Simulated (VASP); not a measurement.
Write the native input for VASP 6.6.1 that does the following.

```
Task                   : single point
Functional             : LDA
Potentials or basis    : VASP PAW LDA potentials, release 64 (Ba_sv, Te)
Cutoff                 : 520 eV
k mesh                 : 8 × 8 × 8
Occupations            : gaussian, width 0.05 eV
Spin                   : no spin polarisation
Dipole correction      : no
Further INCAR settings : ALGO = Normal; EDIFF = 1e-06; NBANDS = 15
```

The structure of BaTe lies in POSCAR:

```
BaTe
1.0
    4.1166807260      0.0000000000      0.0000000000
    0.0000000000      4.1166807260      0.0000000000
    0.0000000000      0.0000000000      4.5283487986
Ba Te
1 1
Direct
    0.0000000000      0.0000000000      0.0000000000
    0.5000000000      0.5000000000      0.5000000000
```

This cell differs from its parent crystal: strain +0.1000 x Voigt [0, 0, 1, 0, 0, 0].

One way to write it, as run:

INCAR

```
ALGO = Normal
EDIFF = 1E-6
ENCUT = 520
ISIF = 2
ISMEAR = 0
LASPH = T
LCHARG = F
LREAL = F
LWAVE = F
NBANDS = 15
NELM = 80
PREC = Accurate
SIGMA = 0.05
```

KPOINTS

```
k-points
0
Gamma
  8 8 8
```

Potentials or basis: VASP PAW LDA potentials, release 64 (Ba_sv, Te).

Command:

```sh
$ cat potpaw_LDA.64/Ba_sv/POTCAR potpaw_LDA.64/Te/POTCAR > POTCAR
$ mpirun -np 1 vasp_std > vasp.out
```

It gave:

```
Pressure               : -2.6 GPa
Band gap on the k mesh : 0.17 eV, indirect (least direct gap 0.39 eV)
```

Caveat: the cell differs from its parent crystal (strain +0.1000 x Voigt [0, 0, 1, 0, 0, 0]); spin-orbit coupling is left out, which moves the levels of the heavy elements.

Wall time 110 s on 1 thread of AMD EPYC 7R13 Processor (Zen 3), with other jobs on the host, peak memory 0.19 GiB.
